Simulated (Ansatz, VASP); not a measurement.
# Si in VASP and in Ansatz

```xyz
2
Lattice="0.0000 2.7042 2.8426 2.5556 0.0000 2.8426 2.5556 2.7042 0.0000" Properties=species:S:1:pos:R:3 pbc="T T T"
Si    2.5556    2.7042    2.8426
Si    3.8334    4.0563    4.2639
```

Change from the starting cell: strain +e along x and -e along y -0.0275, strain +e along z and -e/2 along x and y +0.0525.

Alike in both runs: task single point; functional LDA; k mesh 12 × 12 × 12; occupations gaussian, width 0.05 eV; no spin polarisation.

```csv
,VASP,Ansatz
version,VASP 6.6.1,Ansatz 0.2.0
potentials or method,"VASP PAW LDA potentials, release 64 (Si), cutoff 520 eV","scalar-relativistic, plane waves, PAW"
valence electrons in the cell,8,8
```

```csv
,VASP,Ansatz,Ansatz less VASP
gap on the k mesh at the Fermi level (eV),none,none,-
pressure (GPa),0.0,0.0,-0.05
"traceless stress, the component that is largest in VASP (GPa)",-5.34,-5.34,-0.004
```

Ansatz warns that its potentials were made for another functional, while VASP's fit it. LDA's correlation is that of Perdew and Zunger in VASP and of Perdew and Wang (1992) in Ansatz. A gap of «none» marks a metal or a gap that the smearing closes.
